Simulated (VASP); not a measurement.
Write the native input for VASP 6.6.1 that does the following.

* Task: single point
* Functional: PBEsol
* Dispersion: D3(BJ)
* Potentials or basis: VASP PAW PBE potentials, release 64 (Co)
* Cutoff: 520 eV
* k mesh: 12 × 12 × 4
* Occupations: fermi-dirac, width 0.05 eV
* Spin: collinear spin, ferromagnetic start
* Starting moments: [2.0, 2.0, 2.0, 2.0] μB
* Dipole correction: no
* Further INCAR settings: ALGO = Normal; EDIFF = 1e-06; NBANDS = 30

The structure of Co lies in POSCAR:

```
Co
1.0
    2.4422256896      0.0000000000      0.0000000000
   -1.2211128448      2.1150294890      0.0000000000
    0.0000000000      0.0000000000      7.9023692834
Co
4
Direct
    0.6666666667      0.3333333333      0.7500000000
    0.0000000000      0.0000000000      0.5000000000
    0.3333333333      0.6666666667      0.2500000000
    0.0000000000      0.0000000000      0.0000000000
```

These files were run (other wordings do the same):

INCAR

```
  PREC = Accurate
  ENCUT = 520
  EDIFF = 1E-6
  ISMEAR = -1
  SIGMA = 0.05
  LREAL = False
  LASPH = True
  NELM = 150
  ALGO = Normal
  ISIF = 2
  LWAVE = False
  LCHARG = False
  ISPIN = 2
  MAGMOM = 2 2 2 2
  LORBIT = 11
  LMAXMIX = 4
  GGA = PS
  IVDW = 12
  NBANDS = 30
```

KPOINTS

```
regular mesh
0
Gamma
  12 12 4
```

Potentials or basis: VASP PAW PBE potentials, release 64 (Co).

Run with:

```console
$ cat potpaw_PBE.64/Co/POTCAR > POTCAR
$ mpirun -np 1 vasp_std > vasp.out
```

Results of the run:

- Pressure: -2.6 GPa
- Net moment: 6.31 μB per cell
- Site moments: Co +1.59, +1.57 μB
- Valence electrons inside the program's atomic spheres: Co 8.40
- Dispersion energy per atom: -0.405 eV

Caveat: three body term missing; the PAW data sets were made with another functional, which shifts forces and pressure a little; pairwise dispersion overbinds metals, which lowers pressure and volume.

It took 120 s on 1 thread of Intel(R) Xeon(R) Platinum 8488C (Sapphire Rapids), with other jobs on the host, peak memory 0.24 GiB.
